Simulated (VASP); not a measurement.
# Ta16H (a cell with a defect) in VASP: single point with PBE

Aim: the single point of Ta16H (a cell with a defect) with PBE.

All numbers are computed with VASP 6.6.1; they aren't measurements. Logs are shortened: lines on timing, memory, paths and dates and some standing lists are left out, and cuts for length are marked.

## (1) The cell of the first run

The cell holds a defect, 17 atoms: a = 6.620 Å, b = 6.620 Å, c = 6.620 Å, α = 90.00°, β = 90.00°, γ = 90.00°.

## (2) Single point, PBE

INCAR

```
PREC = Accurate
ENCUT = 520
EDIFF = 1E-6
ISMEAR = 0
SIGMA = 0.1
LREAL = Auto
LASPH = True
NELM = 100
ALGO = Normal
ISIF = 2
LWAVE = False
LCHARG = False
GGA = PE
NBANDS = 102
```

KPOINTS

```
Automatic mesh
0
Gamma
  3 3 3
```

POSCAR

```
Ta16H
1.0
    6.6200000000      0.0000000000      0.0000000000
    0.0000000000      6.6200000000      0.0000000000
    0.0000000000      0.0000000000      6.6200000000
Ta H
16 1
Direct
   -0.0058361027      0.0006205438     -0.0092350453
    0.5015409366      0.0006353474     -0.0011202417
    0.0007839879      0.5006385196      0.0001629909
   -0.0058222054      0.0006261329      0.5086188822
    0.2552326284      0.2595540785      0.2497203927
    0.5007746224      0.5006279456      0.0013874622
    0.5015441088      0.0006376133      0.5005353474
    0.7478796073      0.2514578550      0.2497009063
    0.0007746224      0.5006297583      0.4992496979
    0.2552132931      0.7417728097      0.2497131420
    0.2486341390      0.2501709970      0.7497010574
    0.5007827795      0.5006315710      0.4980578550
    0.7478752266      0.7497922961      0.2496992447
    0.7486250755      0.2489664653      0.7497030211
    0.2486629909      0.7510892749      0.7497099698
    0.7486182779      0.7522673716      0.7496981873
    0.1246438066      0.0007208459      0.2496320242
```

Potentials or basis: VASP PAW PBE potentials, release 64 (Ta_pv, H).

The run is started by

```
$ cat potpaw_PBE.64/Ta_pv/POTCAR potpaw_PBE.64/H/POTCAR > POTCAR
$ mpirun -np 1 vasp_std > vasp.out
```

OUTCAR:

```text
PREC = Accurate
   ENCUT = 520
   EDIFF = 1E-6
   ISMEAR = 0
   LREAL = Auto
   LASPH = True
   NELM = 100
   ISIF = 2
   GGA = PE

 ion  position               nearest neighbor table
   1  0.994  0.001  0.991-  17 1.92  14 2.81  16 2.81  11 2.85  15 2.85  13 2.89   8 2.89  10 2.98
                             5 2.98   4 3.19   2 3.26   3 3.31   3 3.31   2 3.36   4 3.43
   2  0.502  0.001  0.999-  14 2.85  16 2.85   8 2.86  13 2.86  15 2.87  11 2.87  10 2.89   5 2.89
                             1 3.26   7 3.30   6 3.31   6 3.31   7 3.32   1 3.36
   3  0.001  0.501  0.000-   5 2.85  10 2.85  11 2.86  15 2.86  13 2.87   8 2.87  16 2.88  14 2.88
                             9 3.30   6 3.31   6 3.31   1 3.31   1 3.31   9 3.32
   4  0.994  0.001  0.509-  17 1.92  14 2.81  16 2.81  11 2.85  15 2.85   8 2.89  13 2.89  10 2.98
                             5 2.98   1 3.19   7 3.26   9 3.31   9 3.31   7 3.36   1 3.43
   5  0.255  0.260  0.250-  17 1.92   6 2.81  12 2.81   9 2.85   3 2.85   7 2.89   2 2.89   4 2.98
                             1 2.98  10 3.19   8 3.26  11 3.31  11 3.31   8 3.36  10 3.43
   6  0.501  0.501  0.001-   5 2.81  10 2.81  13 2.85   8 2.85  16 2.87  14 2.87  15 2.88  11 2.88
                            12 3.29   3 3.31   2 3.31   3 3.31   2 3.31  12 3.33
   7  0.502  0.001  0.501-  14 2.85  16 2.85   8 2.86  13 2.86  15 2.87  11 2.87  10 2.89   5 2.89
                             4 3.26   2 3.30  12 3.31  12 3.31   2 3.32   4 3.36
   8  0.748  0.251  0.250-   6 2.85  12 2.85   2 2.86   7 2.86   9 2.87   3 2.87   4 2.89   1 2.89
                             5 3.26  13 3.30  14 3.31  14 3.31  13 3.32   5 3.36
   9  0.001  0.501  0.499-   5 2.85  10 2.85  11 2.86  15 2.86  13 2.87   8 2.87  16 2.88  14 2.88
                             3 3.30  12 3.31  12 3.31   4 3.31   4 3.31   3 3.32
  10  0.255  0.742  0.250-  17 1.92   6 2.81  12 2.81   3 2.85   9 2.85   7 2.89   2 2.89   4 2.98
                             1 2.98   5 3.19  13 3.26  15 3.31  15 3.31  13 3.36   5 3.43
  11  0.249  0.250  0.750-   4 2.85   1 2.85   9 2.86   3 2.86   7 2.87   2 2.87  12 2.88   6 2.88
                            15 3.30  14 3.31  14 3.31   5 3.31   5 3.31  15 3.32
  12  0.501  0.501  0.498-   5 2.81  10 2.81  13 2.85   8 2.85  16 2.87  14 2.87  15 2.88  11 2.88
                             6 3.29   9 3.31   7 3.31   9 3.31   7 3.31   6 3.33
  13  0.748  0.750  0.250-   6 2.85  12 2.85   2 2.86   7 2.86   3 2.87   9 2.87   1 2.89   4 2.89
                            10 3.26   8 3.30  16 3.31  16 3.31   8 3.32  10 3.36
  14  0.749  0.249  0.750-   1 2.81   4 2.81   7 2.85   2 2.85  12 2.87   6 2.87   9 2.88   3 2.88
                            16 3.29  11 3.31   8 3.31   8 3.31  11 3.31  16 3.33
  15  0.249  0.751  0.750-   1 2.85   4 2.85   3 2.86   9 2.86   2 2.87   7 2.87  12 2.88   6 2.88
                            11 3.30  16 3.31  16 3.31  10 3.31  10 3.31  11 3.32
  16  0.749  0.752  0.750-   1 2.81   4 2.81   7 2.85   2 2.85  12 2.87   6 2.87   9 2.88   3 2.88
                            14 3.29  15 3.31  13 3.31  13 3.31  15 3.31  14 3.33
  17  0.125  0.001  0.250-   1 1.92   5 1.92   4 1.92  10 1.92

  LATTYP: Found a simple cubic cell.
 ALAT       =     6.6200000000

  Lattice vectors:

 A1 = (   6.6200000000,   0.0000000000,   0.0000000000)
 A2 = (   0.0000000000,   6.6200000000,   0.0000000000)
 A3 = (   0.0000000000,   0.0000000000,   6.6200000000)

Analysis of symmetry for initial positions (statically):
=====================================================================
 Subroutine PRICEL returns:
 Original cell was already a primitive cell.

 Routine SETGRP: Setting up the symmetry group for a
 simple cubic supercell.

 Subroutine GETGRP returns: Found  1 space group operations
 (whereof  1 operations were pure point group operations)
 out of a pool of 48 trial point group operations.

The static configuration has the point symmetry C_1 .

Analysis of symmetry for dynamics (positions and initial velocities):
=====================================================================
 Subroutine PRICEL returns:
 Original cell was already a primitive cell.

 Routine SETGRP: Setting up the symmetry group for a
 simple cubic supercell.

 Subroutine GETGRP returns: Found  1 space group operations
 (whereof  1 operations were pure point group operations)
 out of a pool of 48 trial point group operations.

The dynamic configuration has the point symmetry C_1 .

 Subroutine INISYM returns: Found  1 space group operations
 (whereof  1 operations are pure point group operations),
 and found     1 'primitive' translations

----------------------------------------------------------------------------------------

                                     Primitive cell

  volume of cell :     290.1175

  direct lattice vectors                    reciprocal lattice vectors
     6.620000000  0.000000000  0.000000000     0.151057402  0.000000000  0.000000000
     0.000000000  6.620000000  0.000000000     0.000000000  0.151057402  0.000000000
[... 71 lines left out ...]
            Coordinates               Weight
  0.000000  0.000000  0.000000      1.000000
  0.333333  0.000000  0.000000      2.000000
  0.000000  0.333333  0.000000      2.000000
  0.000000  0.000000  0.333333      2.000000
  0.333333  0.333333  0.000000      2.000000
  0.000000  0.333333  0.333333      2.000000
  0.333333  0.000000  0.333333      2.000000
 -0.333333  0.333333  0.000000      2.000000
 -0.333333  0.000000  0.333333      2.000000
  0.000000 -0.333333  0.333333      2.000000
  0.333333  0.333333  0.333333      2.000000
 -0.333333  0.333333  0.333333      2.000000
 -0.333333 -0.333333  0.333333      2.000000
  0.333333 -0.333333  0.333333      2.000000
   k-points           NKPTS =     14   k-points in BZ     NKDIM =     14   number of bands    NBANDS=    102
   number of dos      NEDOS =    301   number of ions     NIONS =     17
   total plane-waves  NPLWV = 125000
   dimension x,y,z NGX =    50 NGY =   50 NGZ =   50
   dimension x,y,z NGXF=   100 NGYF=  100 NGZF=  100
   ions per type =              16   1
   NGX,Y,Z   is equivalent  to a cutoff of  12.56, 12.56, 12.56 a.u.
   NGXF,Y,Z  is equivalent  to a cutoff of  25.11, 25.11, 25.11 a.u.
 SYSTEM =  unknown system
   PREC   = accura    normal or accurate (medium, high low for compatibility)
   ISTART =      0    job   : 0-new  1-cont  2-samecut
   ICHARG =      2    charge: 1-file 2-atom 10-const
   ISPIN  =      1    spin polarized calculation?
   LNONCOLLINEAR =      F non collinear calculations
   LSORBIT =      F    spin-orbit coupling
   LASPH  =      T    aspherical Exc in radial PAW
   ENCUT  =  520.0 eV  38.22 Ry    6.18 a.u.  12.31 12.31 12.31*2*pi/ulx,y,z
   NELM   =    100;   NELMIN=  2; NELMDL= -5     # of ELM steps
   EDIFF  = 0.1E-05   stopping-criterion for ELM
   LREAL  =      T    real-space projection
   EDIFFG = 0.1E-04   stopping-criterion for IOM
   NSW    =      0    number of steps for IOM
   IBRION =     -1    ionic relax: 0-MD 1-quasi-New 2-CG
   NFREE  =      0    steps in history (QN), initial steepest desc. (CG)
   ISIF   =      2    stress and relaxation
   ISYM   =      2    0-nonsym 1-usesym 2-fastsym
   POTIM  = 0.5000    time-step for ionic-motion
   TEBEG  =    0.0;   TEEND  =   0.0 temperature during run
   PSTRESS=    0.0 pullay stress
   NELECT =     177.0000    total number of electrons
   NUPDOWN=      -1.0000    fix difference up-down
   EMIN   =  10.00;   EMAX   =-10.00  energy-range for DOS
   EFERMI =   0.00;   METHOD = LEGACY
   ISMEAR =     0;   SIGMA  =   0.10  broadening in eV -4-tet -1-fermi 0-gaus
   EFERMI_NEDOS =   21; number of points for ismear=-14 and -15
   IALGO  =     38    algorithm
   IMIX   =      4    mixing-type and parameters
     AMIX     =   0.40;   BMIX     =  1.00
     AMIX_MAG =   1.60;   BMIX_MAG =  1.00
  volume/ion in A,a.u.               =      17.07       115.17
  Fermi-wavevector in a.u.,A,eV,Ry     =   1.388485  2.623857 26.230553  1.927891
  Thomas-Fermi vector in A             =   2.512607
   LORBIT       =      0    0 simple, 1 ext, 2 COOP (PROOUT), +10 PAW based schemes
   GGA     = PE    functional components
   LHFCALC =     F    Hartree Fock is set to
   AEXX    =    0.0000 exact exchange contribution
   IVDW    =     0    specifies the selected vdW correction
   LEPSILON=     F    determine dielectric tensor
   LRPA    =     F    only Hartree local field effects (RPA)
 non-spin polarized calculation
 Gauss-broadening in eV      SIGMA  =   0.10
  energy-cutoff  :      520.00
  volume of cell :      290.12
 maximum number of plane-waves:      7820
 NGX is ok and might be reduce to    50
   NGX = 25   NGY = 25   NGZ = 25

 number of electron     176.9999963 magnetization

 Free energy of the ion-electron system (eV)
  ---------------------------------------------------
  ext. energy  EPLUGINS =         0.00000000
  ---------------------------------------------------
  free energy    TOTEN  =      -192.45796328 eV

  energy without entropy =     -192.29049249  energy(sigma->0) =     -192.37422789

 E-fermi :   5.4351     XC(G=0): -12.6143

 val. band max:        5.4091322307   @ k =  -0.3333   0.0000   0.3333
 cond. band min:       5.4360954590   @ k =   0.3333   0.3333   0.0000
 fundamental gap:      0.0269632283
 Fermi energy:         5.4351388679

 k-point     1 :       0.0000    0.0000    0.0000
  band No.  band energies     occupation
      1     -28.8129      2.00000
      2     -28.7528      2.00000
      3     -28.7528      2.00000
      4     -28.7524      2.00000
      5     -28.7498      2.00000
      6     -28.7461      2.00000
[... 1431 lines left out ...]
     99       8.4251      0.00000
    100       8.4627      0.00000
 [bands above 100 left out]

------------------------ aborting loop because EDIFF is reached ----------------------------------------

  FORCE on cell =-STRESS in cart. coord.  units (eV):
  Direction    XX          YY          ZZ          XY          YZ          ZX
  --------------------------------------------------------------------------------------
  -------------------------------------------------------------------------------------
  Total        7.5460059      6.6567236      6.6571108      0.0045685      0.0005315     -0.0003748
  in kB       41.6729027     36.7618315     36.7639695      0.0252297      0.0029350     -0.0020698
  external PRESSURE =      38.3995679 kB  Pullay stress =       0.0000000 kB

 VOLUME and BASIS-vectors are now :
 -----------------------------------------------------------------------------
  energy-cutoff  :      520.00
  volume of cell :      290.12
      direct lattice vectors                 reciprocal lattice vectors
     6.620000000  0.000000000  0.000000000     0.151057402  0.000000000  0.000000000
     0.000000000  6.620000000  0.000000000     0.000000000  0.151057402  0.000000000
     0.000000000  0.000000000  6.620000000     0.000000000  0.000000000  0.151057402

 POSITION                                       TOTAL-FORCE (eV/Angst)
 -----------------------------------------------------------------------------------
      6.58137      0.00411      6.55886         0.002174      0.000196     -0.005393
      3.32020      0.00421      6.61258        -0.012007     -0.000302     -0.009150
      0.00519      3.31423      0.00108        -0.014158      0.000104     -0.007880
      6.58146      0.00414      3.36706         0.002629      0.000641      0.003628
      1.68964      1.71825      1.65315        -0.001011      0.004904     -0.000537
      3.31513      3.31416      0.00918        -0.011635      0.000470     -0.009753
[... 9 lines left out ...]
      4.95585      4.98001      4.96300         0.011780     -0.008951      0.000695
      0.82514      0.00477      1.65256         0.000617     -0.002629      0.002763
 -----------------------------------------------------------------------------------
    total drift:                                0.001619     -0.001319      0.000785

  FREE ENERGIE OF THE ION-ELECTRON SYSTEM (eV)
  ---------------------------------------------------
  free  energy   TOTEN  =      -192.4579632812 eV

  energy  without entropy=     -192.2904924928  energy(sigma->0) =     -192.37422789
```

It took 8.7 min on 1 thread of Oxide Virtual Turin-like, shared host; peak memory 0.48 GiB.

What came out:

| Property | Result |
| --- | --- |
| Free energy | -192.4580 eV |
| Pressure | 3.8 GPa |
| Largest force | 0.018 eV/Å |
| Band gap on the k mesh | zero (an odd number of electrons rules out a gap without spin polarisation) |

Forces in eV/Å, atoms in the order of the input:
```
Ta   0.002  0.000 -0.005
Ta  -0.012  0.000 -0.009
Ta  -0.014  0.000 -0.008
Ta   0.003  0.001  0.004
Ta  -0.001  0.005 -0.001
Ta  -0.012  0.000 -0.010
Ta  -0.012  0.000  0.009
Ta   0.011  0.010  0.000
Ta  -0.014  0.000  0.008
Ta   0.000 -0.006 -0.001
Ta   0.016  0.009  0.001
Ta  -0.012  0.000  0.008
Ta   0.011 -0.009  0.000
Ta   0.011  0.009  0.001
Ta   0.012 -0.007  0.000
Ta   0.012 -0.009  0.001
H    0.001 -0.003  0.003
```

Caveat: spin-orbit coupling is left out, which moves the levels of the heavy elements.

The gap in the log of VASP goes by the Fermi energy; the results here count the filled bands.